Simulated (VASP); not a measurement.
Wanted: the native input for a VASP 6.6.1 run.

```yaml
Task: single point
Functional: PBE
Potentials_or_basis: VASP PAW PBE potentials, release 64 (Pt, F)
Cutoff: 600 eV
k_mesh: 4 × 4 × 4
Occupations: gaussian, width 0.1 eV
Spin: no spin polarisation
Dipole_correction: no
Further_INCAR_settings: ALGO = Normal; EDIFF = 1e-06; NBANDS = 33
```

The structure of PtF2 lies in POSCAR:

```
PtF2
1.0
   -3.0394763600      3.0394763600      2.7084507400
    3.0394763600     -3.0394763600      2.7084507400
    3.0394763600      3.0394763600     -2.7084507400
Pt F
2 4
Direct
    0.7500000000      0.7500000000      0.0000000000
    0.2500000000      0.2500000000      0.0000000000
    0.6739740700      0.1739740700      0.8479481300
    0.3260259300      0.8260259300      0.1520518700
    0.8260259300      0.6739740700      0.5000000000
    0.1739740700      0.3260259300      0.5000000000
```

The cell was generated, and may not be a known phase.

The input as run:

INCAR

```
SYSTEM = PtF2
ALGO = Normal
EDIFF = 1E-6
ENCUT = 600
GGA = PE
GGA_COMPAT = .FALSE.
ISIF = 2
ISMEAR = 0
LASPH = .TRUE.
LCHARG = .FALSE.
LREAL = .FALSE.
LWAVE = .FALSE.
NBANDS = 33
NELM = 120
PREC = Accurate
SIGMA = 0.1
```

KPOINTS

```
k-points
0
G
  4 4 4
  0 0 0
```

Potentials or basis: VASP PAW PBE potentials, release 64 (Pt, F).

Launch:

```console
$ cat potpaw_PBE.64/Pt/POTCAR potpaw_PBE.64/F/POTCAR > POTCAR
$ mpirun -np 1 vasp_std > vasp.out
```

It gave:

The pressure is -15.3 GPa, the largest force is 0.859 eV/Å and the band gap on the k mesh is zero (bands 24 and 25 overlap by 0.30 eV).

Caveat: the k points lie up to 0.39 Å⁻¹ apart; spin-orbit coupling is left out, which moves the levels of the heavy elements.

It took 64 s on 1 thread of Intel Xeon 8259CL, on a shared host, peak memory 0.27 GiB.
